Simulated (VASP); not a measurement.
# TiC in VASP: further runs

The runs below take TiC through single point, with r2SCAN.

Program: VASP 6.6.1. These are calculated values, not measurements. Logs are shortened: lines on timing, memory, paths and dates and some standing lists are left out, and cuts for length are marked.

## Step 1: The cell of the first run

It takes space group Fm-3m (No. 225, cubic). Conventional cell: a = 4.393 Å, b = 4.393 Å, c = 4.393 Å, α = 90.00°, β = 90.00°, γ = 90.00°. Within 2.9 Å of Ti (site symmetry m-3m) lie 6 C at 2.20 Å. C (site symmetry m-3m) has 6 Ti at 2.20 Å within 2.9 Å.

## Step 2: Single point, r2SCAN (strain +0.015 along x and y, +0.015 along z)

Contents of POSCAR:

```
TiC
1.0
    0.0000000000      2.1964600000      2.1964600000
    2.1964600000      0.0000000000      2.1964600000
    2.1964600000      2.1964600000      0.0000000000
Ti C
1 1
Direct
    0.0000000000      0.0000000000      0.0000000000
    0.5000000000      0.5000000000      0.5000000000
```

Contents of INCAR.step1:

```
SYSTEM = TiC
  PREC = Accurate
  ENCUT = 520
  ISMEAR = 0
  SIGMA = 0.15
  LREAL = .False.
  LASPH = .True.
  NELM = 100
  NBANDS = 15
  GGA = PE
  ALGO = Normal
  EDIFF = 1E-4
  LWAVE = .True.
  LCHARG = .False.
```

Contents of INCAR.step2:

```
SYSTEM = TiC
  PREC = Accurate
  ENCUT = 520
  EDIFF = 1E-6
  ISMEAR = 0
  SIGMA = 0.15
  LREAL = .False.
  LASPH = .True.
  NELM = 100
  ALGO = Normal
  ISIF = 2
  LWAVE = .False.
  LCHARG = .True.
  METAGGA = R2SCAN
  LMIXTAU = .True.
  LELF = .True.
  LVHAR = .True.
  NBANDS = 15
  ISTART = 1
```

Contents of KPOINTS:

```
regular mesh
0
Gamma
  18 18 18
  0 0 0
```

Potentials or basis: VASP PAW PBE potentials, release 64 (Ti_sv, C).

Started as:

```
$ cat potpaw_PBE.64/Ti_sv/POTCAR potpaw_PBE.64/C/POTCAR > POTCAR
$ cp INCAR.step1 INCAR
$ mpirun -np 1 vasp_std > vasp.out
$ cp INCAR.step2 INCAR
$ mpirun -np 1 vasp_std > vasp.out
```

OUTCAR:

```text
SYSTEM = TiC
   PREC = Accurate
   ENCUT = 520
   EDIFF = 1E-6
   ISMEAR = 0
   LREAL = .False.
   LASPH = .True.
   NELM = 100
   ISIF = 2
   METAGGA = R2SCAN
   ISTART = 1

 ion  position               nearest neighbor table
   1  0.000  0.000  0.000-   2 2.20   2 2.20   2 2.20   2 2.20   2 2.20   2 2.20
   2  0.500  0.500  0.500-   1 2.20   1 2.20   1 2.20   1 2.20   1 2.20   1 2.20

  LATTYP: Found a face centered cubic cell.
 ALAT       =     4.3929200000

  Lattice vectors:

 A1 = (   0.0000000000,   2.1964600000,   2.1964600000)
 A2 = (   2.1964600000,   0.0000000000,   2.1964600000)
 A3 = (   2.1964600000,   2.1964600000,   0.0000000000)

Analysis of symmetry for initial positions (statically):
=====================================================================
 Subroutine PRICEL returns:
 Original cell was already a primitive cell.

 Routine SETGRP: Setting up the symmetry group for a
 face centered cubic supercell.

 Subroutine GETGRP returns: Found 48 space group operations
 (whereof 48 operations were pure point group operations)
 out of a pool of 48 trial point group operations.

The static configuration has the point symmetry O_h .

Analysis of symmetry for dynamics (positions and initial velocities):
=====================================================================
 Subroutine PRICEL returns:
 Original cell was already a primitive cell.

 Routine SETGRP: Setting up the symmetry group for a
 face centered cubic supercell.

 Subroutine GETGRP returns: Found 48 space group operations
 (whereof 48 operations were pure point group operations)
 out of a pool of 48 trial point group operations.

The dynamic configuration has the point symmetry O_h .

 Subroutine INISYM returns: Found 48 space group operations
 (whereof 48 operations are pure point group operations),
 and found     1 'primitive' translations

----------------------------------------------------------------------------------------

                                     Primitive cell

  volume of cell :      21.1934

  direct lattice vectors                    reciprocal lattice vectors
     0.000000000  2.196460000  2.196460000    -0.227639019  0.227639019  0.227639019
     2.196460000  0.000000000  2.196460000     0.227639019 -0.227639019  0.227639019
     2.196460000  2.196460000  0.000000000     0.227639019  0.227639019 -0.227639019

  length of vectors
     3.106263521  3.106263521  3.106263521     0.394282347  0.394282347  0.394282347

  position of ions in fractional coordinates (direct lattice)
     0.000000000  0.000000000  0.000000000
     0.500000000  0.500000000  0.500000000

  ion indices of the primitive-cell ions
   primitive index   ion index
                 1           1
                 2           2

----------------------------------------------------------------------------------------

 KPOINTS: regular mesh

Automatic generation of k-mesh.
 Grid dimensions read from file:
 generate k-points for:   18   18   18

 Generating k-lattice:

  Cartesian coordinates                     Fractional coordinates (reciprocal lattice)
    -0.012646612  0.012646612  0.012646612     0.055555556  0.000000000  0.000000000
     0.012646612 -0.012646612  0.012646612     0.000000000  0.055555556  0.000000000
     0.012646612  0.012646612 -0.012646612     0.000000000  0.000000000  0.055555556

  Length of vectors
     0.021904575  0.021904575  0.021904575

  Shift w.r.t. Gamma in fractional coordinates (k-lattice)
     0.000000000  0.000000000  0.000000000

 Subroutine IBZKPT returns following result:
 ===========================================

 Found    195 irreducible k-points:

 Following reciprocal coordinates:
            Coordinates               Weight
  0.000000  0.000000  0.000000      1.000000
  0.055556  0.000000  0.000000      8.000000
  0.111111  0.000000  0.000000      8.000000
  0.166667  0.000000  0.000000      8.000000
  0.222222  0.000000  0.000000      8.000000
  0.277778  0.000000  0.000000      8.000000
[... 16 lines left out ...]
 -0.277778  0.055556  0.000000     24.000000
 -0.222222  0.055556  0.000000     24.000000
 [... further k-points ...]
   k-points           NKPTS =    195   k-points in BZ     NKDIM =    195   number of bands    NBANDS=     15
   number of dos      NEDOS =    301   number of ions     NIONS =      2
   total plane-waves  NPLWV =  13824
   dimension x,y,z NGX =    24 NGY =   24 NGZ =   24
   dimension x,y,z NGXF=    48 NGYF=   48 NGZF=   48
   ions per type =               1   1
   NGX,Y,Z   is equivalent  to a cutoff of  12.84, 12.84, 12.84 a.u.
   NGXF,Y,Z  is equivalent  to a cutoff of  25.69, 25.69, 25.69 a.u.
 SYSTEM =  TiC
   PREC   = accura    normal or accurate (medium, high low for compatibility)
   ISTART =      1    job   : 0-new  1-cont  2-samecut
   ICHARG =      0    charge: 1-file 2-atom 10-const
   ISPIN  =      1    spin polarized calculation?
   LNONCOLLINEAR =      F non collinear calculations
   LSORBIT =      F    spin-orbit coupling
   LASPH  =      T    aspherical Exc in radial PAW
   ENCUT  =  520.0 eV  38.22 Ry    6.18 a.u.   5.78  5.78  5.78*2*pi/ulx,y,z
   NELM   =    100;   NELMIN=  2; NELMDL=  0     # of ELM steps
   EDIFF  = 0.1E-05   stopping-criterion for ELM
   LREAL  =      F    real-space projection
   EDIFFG = 0.1E-04   stopping-criterion for IOM
   NSW    =      0    number of steps for IOM
   IBRION =     -1    ionic relax: 0-MD 1-quasi-New 2-CG
   NFREE  =      0    steps in history (QN), initial steepest desc. (CG)
   ISIF   =      2    stress and relaxation
   ISYM   =      2    0-nonsym 1-usesym 2-fastsym
   POTIM  = 0.5000    time-step for ionic-motion
   TEBEG  =    0.0;   TEEND  =   0.0 temperature during run
   PSTRESS=    0.0 pullay stress
   NELECT =      16.0000    total number of electrons
   NUPDOWN=      -1.0000    fix difference up-down
   EMIN   =  10.00;   EMAX   =-10.00  energy-range for DOS
   EFERMI =   0.00;   METHOD = LEGACY
   ISMEAR =     0;   SIGMA  =   0.15  broadening in eV -4-tet -1-fermi 0-gaus
   EFERMI_NEDOS =   21; number of points for ismear=-14 and -15
   IALGO  =     38    algorithm
   IMIX   =      4    mixing-type and parameters
     AMIX     =   0.40;   BMIX     =  1.00
     AMIX_MAG =   1.60;   BMIX_MAG =  1.00
  volume/ion in A,a.u.               =      10.60        71.51
  Fermi-wavevector in a.u.,A,eV,Ry     =   1.490670  2.816958 30.233468  2.222097
  Thomas-Fermi vector in A             =   2.603423
   LORBIT       =      0    0 simple, 1 ext, 2 COOP (PROOUT), +10 PAW based schemes
   METAGGA = R2SCAN    functional components
   LHFCALC =     F    Hartree Fock is set to
   AEXX    =    0.0000 exact exchange contribution
   IVDW    =     0    specifies the selected vdW correction
   LEPSILON=     F    determine dielectric tensor
   LRPA    =     F    only Hartree local field effects (RPA)
 non-spin polarized calculation
 Gauss-broadening in eV      SIGMA  =   0.15
  energy-cutoff  :      520.00
  volume of cell :       21.19
 maximum number of plane-waves:       588
   NGX = 11   NGY = 11   NGZ = 11

 number of electron      15.9999996 magnetization

 Free energy of the ion-electron system (eV)
  ---------------------------------------------------
  ext. energy  EPLUGINS =         0.00000000
  ---------------------------------------------------
  free energy    TOTEN  =       -24.84399462 eV

  energy without entropy =      -24.84114248  energy(sigma->0) =      -24.84256855

 E-fermi :   9.0073     XC(G=0): -13.3452

 val. band max:        8.9829750743   @ k =   0.5000   0.4444   0.0000
 cond. band min:       9.0269385297   @ k =   0.1111   0.0556   0.0000
 fundamental gap:      0.0439634554
 Fermi energy:         9.0073232531

 k-point     1 :       0.0000    0.0000    0.0000
  band No.  band energies     occupation
      1     -50.1139      2.00000
      2     -25.1107      2.00000
      3     -25.1106      2.00000
      4     -25.1106      2.00000
      5      -4.0046      2.00000
      6       9.8401      0.00000
      7       9.8401      0.00000
      8       9.8401      0.00000
      9      10.6112      0.00000
     10      10.6112      0.00000
     11      10.6112      0.00000
     12      10.6193      0.00000
     13      10.6193      0.00000
     14      19.5621      0.00000
     15      23.6611      0.00000

 k-point     2 :       0.0556    0.0000    0.0000
  band No.  band energies     occupation
      1     -50.1121      2.00000
      2     -25.1243      2.00000
      3     -25.1119      2.00000
      4     -25.1119      2.00000
      5      -3.9366      2.00000
      6       9.4165      0.00011
      7       9.5884      0.00000
      8       9.5884      0.00000
      9      10.0670      0.00000
     10      10.0670      0.00000
     11      10.8640      0.00000
     12      11.5153      0.00000
     13      11.5153      0.00000
     14      19.7025      0.00000
     15      23.6566      0.00000

 k-point     3 :       0.1111    0.0000    0.0000
  band No.  band energies     occupation
      1     -50.1068      2.00000
      2     -25.1635      2.00000
      3     -25.1156      2.00000
      4     -25.1155      2.00000
      5      -3.7361      2.00000
      6       8.6186      1.99975
      7       8.8451      1.87377
      8       8.8451      1.87373
      9      10.1552      0.00000
     10      10.1552      0.00000
     11      11.1954      0.00000
     12      12.4636      0.00000
     13      12.4636      0.00000
     14      20.0618      0.00000
     15      23.5921      0.00000
[... 343 lines left out ...]
 k-point    23 :      -0.2778    0.0556    0.0000
  band No.  band energies     occupation
      1     -50.0731      2.00000
      2     -25.3947      2.00000
      3     -25.1529      2.00000
      4     -25.1320      2.00000
      5      -2.2493      2.00000
      6       5.3588      2.00000
      7       6.6989      2.00000
      8       6.9268      2.00000
      9      10.9844      0.00000
     10      11.2914      0.00000
     11      12.2315      0.00000
     12      14.9171      0.00000
     13      15.9143      0.00000
     14      19.8386      0.00000
     15      24.1028      0.00000

 k-point    24 :      -0.2222    0.0556    0.0000
  band No.  band energies     occupation
      1     -50.0836      2.00000
      2     -25.3215      2.00000
      3     -25.1455      2.00000
      4     -25.1245      2.00000
      5      -2.7748      2.00000
      6       6.2872      2.00000
      7       7.1472      2.00000
      8       7.4341      2.00000
      9      10.6329      0.00000
     10      10.9835      0.00000
     11      11.9512      0.00000
     12      14.0944      0.00000
     13      15.1366      0.00000
     14      20.4805      0.00000
     15      23.5519      0.00000

 [... further k-points ...]

------------------------ aborting loop because EDIFF is reached ----------------------------------------

  FORCE on cell =-STRESS in cart. coord.  units (eV):
  Direction    XX          YY          ZZ          XY          YZ          ZX
  --------------------------------------------------------------------------------------
  -------------------------------------------------------------------------------------
  Total       -1.3090190     -1.3090190     -1.3090190      0.0000000     -0.0000000      0.0000000
  in kB      -98.9593070    -98.9593070    -98.9593070      0.0000000     -0.0000000      0.0000000
  external PRESSURE =     -98.9593070 kB  Pullay stress =       0.0000000 kB

 VOLUME and BASIS-vectors are now :
 -----------------------------------------------------------------------------
  energy-cutoff  :      520.00
  volume of cell :       21.19
      direct lattice vectors                 reciprocal lattice vectors
     0.000000000  2.196460000  2.196460000    -0.227639019  0.227639019  0.227639019
     2.196460000  0.000000000  2.196460000     0.227639019 -0.227639019  0.227639019
     2.196460000  2.196460000  0.000000000     0.227639019  0.227639019 -0.227639019

 POSITION                                       TOTAL-FORCE (eV/Angst)
 -----------------------------------------------------------------------------------
      0.00000      0.00000      0.00000        -0.000000     -0.000000     -0.000000
      2.19646      2.19646      2.19646         0.000000      0.000000      0.000000
 -----------------------------------------------------------------------------------
    total drift:                                0.000000     -0.000000     -0.000000

  FREE ENERGIE OF THE ION-ELECTRON SYSTEM (eV)
  ---------------------------------------------------
  free  energy   TOTEN  =       -24.8439946180 eV

  energy  without entropy=      -24.8411424822  energy(sigma->0) =      -24.84256855
```

It took 2.6 min on 1 thread of Intel Xeon 8259CL, shared host; peak memory 0.19 GiB.

What came out:

```yaml
Free_energy: -24.8440 eV
Pressure: -9.9 GPa
Band_gap_on_the_k_mesh: zero (bands 8 and 9 overlap by 1.30 eV)
```

Caveat: the cell differs from its parent crystal (strain +0.015 along x and y, +0.015 along z); the cell stands under tension; the PAW data sets were made with another functional, which shifts forces and pressure a little.

## Step 3: Single point, r2SCAN (strain +0.015 along x and y, +0.030 along z)

Contents of POSCAR:

```
TiC
1.0
    0.0000000000      2.1964600000      2.2289200000
    2.1964600000      0.0000000000      2.2289200000
    2.1964600000      2.1964600000      0.0000000000
Ti C
1 1
Direct
    0.0000000000      0.0000000000      0.0000000000
    0.5000000000      0.5000000000      0.5000000000
```

Contents of INCAR.step1:

```
SYSTEM = TiC
ALGO = Normal
EDIFF = 1E-4
ENCUT = 520
GGA = PE
ISMEAR = 0
LASPH = .TRUE.
LCHARG = .FALSE.
LREAL = .FALSE.
LWAVE = .TRUE.
NBANDS = 15
NELM = 80
PREC = Accurate
SIGMA = 0.15
```

Contents of INCAR.step2:

```
SYSTEM = TiC
ALGO = Normal
EDIFF = 1E-6
ENCUT = 520
ISIF = 2
ISMEAR = 0
ISTART = 1
LASPH = .TRUE.
LCHARG = .FALSE.
LMIXTAU = .TRUE.
LREAL = .FALSE.
LWAVE = .FALSE.
METAGGA = R2SCAN
NBANDS = 15
NELM = 80
PREC = Accurate
SIGMA = 0.15
```

Contents of KPOINTS:

```
k-points
0
G
  18 18 18
  0 0 0
```

Potentials or basis: VASP PAW PBE potentials, release 64 (Ti_sv, C).

Started as:

```
$ cat potpaw_PBE.64/Ti_sv/POTCAR potpaw_PBE.64/C/POTCAR > POTCAR
$ cp INCAR.step1 INCAR
$ mpirun -np 1 vasp_std > vasp.out
$ cp INCAR.step2 INCAR
$ mpirun -np 1 vasp_std > vasp.out
```

OUTCAR:

```text
SYSTEM = TiC
   EDIFF = 1E-6
   ENCUT = 520
   ISIF = 2
   ISMEAR = 0
   ISTART = 1
   LASPH = .TRUE.
   LREAL = .FALSE.
   METAGGA = R2SCAN
   NELM = 80
   PREC = Accurate

 ion  position               nearest neighbor table
   1  0.000  0.000  0.000-   2 2.20   2 2.20   2 2.20   2 2.20   2 2.23   2 2.23
   2  0.500  0.500  0.500-   1 2.20   1 2.20   1 2.20   1 2.20   1 2.23   1 2.23

  LATTYP: Found a body centered tetragonal cell.
 ALAT       =     3.1062635212
 C/A-ratio  =     1.4351132702

  Lattice vectors:

[... 620 lines left out ...]

  FORCE on cell =-STRESS in cart. coord.  units (eV):
  Direction    XX          YY          ZZ          XY          YZ          ZX
  --------------------------------------------------------------------------------------
  -------------------------------------------------------------------------------------
  Total       -1.5426698     -1.5426698     -2.1250665      0.0000000      0.0000000      0.0000000
  in kB     -114.9244635   -114.9244635   -158.3113447      0.0000000      0.0000000      0.0000000
  external PRESSURE =    -129.3867573 kB  Pullay stress =       0.0000000 kB

 VOLUME and BASIS-vectors are now :
 -----------------------------------------------------------------------------
  energy-cutoff  :      520.00
  volume of cell :       21.51
      direct lattice vectors                 reciprocal lattice vectors
     0.000000000  2.196460000  2.228920000    -0.227639019  0.227639019  0.224323888
     2.196460000  0.000000000  2.228920000     0.227639019 -0.227639019  0.224323888
     2.196460000  2.196460000  0.000000000     0.227639019  0.227639019 -0.224323888

 POSITION                                       TOTAL-FORCE (eV/Angst)
 -----------------------------------------------------------------------------------
      0.00000      0.00000      0.00000         0.000000      0.000000      0.000000
      2.19646      2.19646      2.22892        -0.000000     -0.000000     -0.000000
 -----------------------------------------------------------------------------------
    total drift:                                0.000000     -0.000000     -0.000000

  FREE ENERGIE OF THE ION-ELECTRON SYSTEM (eV)
  ---------------------------------------------------
  free  energy   TOTEN  =       -24.8189035152 eV

  energy  without entropy=      -24.8159979063  energy(sigma->0) =      -24.81745071
```

OSZICAR.step1:

```text
N       E                     dE             d eps       ncg     rms          rms(c)
DAV:   1     0.117570472946E+03    0.11757E+03   -0.79654E+03 14436   0.126E+03
DAV:   2    -0.165107756985E+02   -0.13408E+03   -0.12573E+03 15170   0.331E+02
DAV:   3    -0.241732505501E+02   -0.76625E+01   -0.75343E+01 19355   0.777E+01
DAV:   4    -0.244174950511E+02   -0.24424E+00   -0.24402E+00 17484   0.128E+01
DAV:   5    -0.244239419423E+02   -0.64469E-02   -0.64461E-02 19397   0.184E+00    0.173E+01
DAV:   6    -0.194541144139E+02    0.49698E+01   -0.12382E+01 20609   0.558E+01    0.746E+00
DAV:   7    -0.187231228492E+02    0.73099E+00   -0.25066E+00 17109   0.223E+01    0.453E+00
DAV:   8    -0.187064781290E+02    0.16645E-01   -0.11948E-01 16087   0.302E+00    0.377E+00
DAV:   9    -0.186684245442E+02    0.38054E-01   -0.13743E-01 18932   0.583E+00    0.926E-01
DAV:  10    -0.186664747526E+02    0.19498E-02   -0.18504E-02 18795   0.131E+00    0.675E-01
DAV:  11    -0.186640578122E+02    0.24169E-02   -0.24089E-03 16616   0.757E-01    0.423E-01
DAV:  12    -0.186627516767E+02    0.13061E-02   -0.22616E-03 16514   0.843E-01    0.823E-02
DAV:  13    -0.186627070516E+02    0.44625E-04   -0.14788E-04 14138   0.163E-01
   1 F= -.18662707E+02 E0= -.18660956E+02  d E =-.350159E-02
```

It took 6.6 min on 1 thread of Intel Xeon 8259CL, shared host; peak memory 0.27 GiB.

Results:

| Quantity | Value |
| --- | --- |
| Free energy | -24.8189 eV |
| Pressure | -12.9 GPa |
| Band gap on the k mesh | zero (bands 8 and 9 overlap by 1.37 eV) |

Stress tensor (GPa, compression positive):
```
-11.49   0.00   0.00
  0.00 -11.49   0.00
  0.00   0.00 -15.83
```

Caveat: the cell differs from its parent crystal (strain +0.015 along x and y, +0.030 along z); the cell stands under tension; the PAW data sets were made with another functional, which shifts forces and pressure a little.
